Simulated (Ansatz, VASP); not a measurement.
# Two plane-wave programs on V

```
V
1.0
    -1.46312    1.46312    1.46312
     1.46312   -1.46312    1.46312
     1.46312    1.46312   -1.46312
V
1
Direct
  0.00000 0.00000 0.00000
```

Alike in both runs: task single point; functional LDA; k mesh 25 × 25 × 25; occupations fermi-dirac, width 0.05 eV; collinear spin.

|  | VASP | Ansatz |
| --- | --- | --- |
| version | VASP 6.6.1 | Ansatz 0.2.0 |
| potentials or method | VASP PAW LDA potentials, release 64 (V_sv), cutoff 520 eV | plane waves (420 eV) with PAW, scalar-relativistic |
| valence electrons in the cell | 13 | 13 |

|  | VASP | Ansatz | Ansatz less VASP |
| --- | --- | --- | --- |
| net moment per atom (μB) | 0.00 | 0.00 | 0.000 |

Ansatz warns that its potentials were made for another functional, while VASP's fit it. LDA's correlation is that of Perdew and Zunger in VASP and of Perdew and Wang (1992) in Ansatz. Ansatz's warnings: seeded moment not kept.
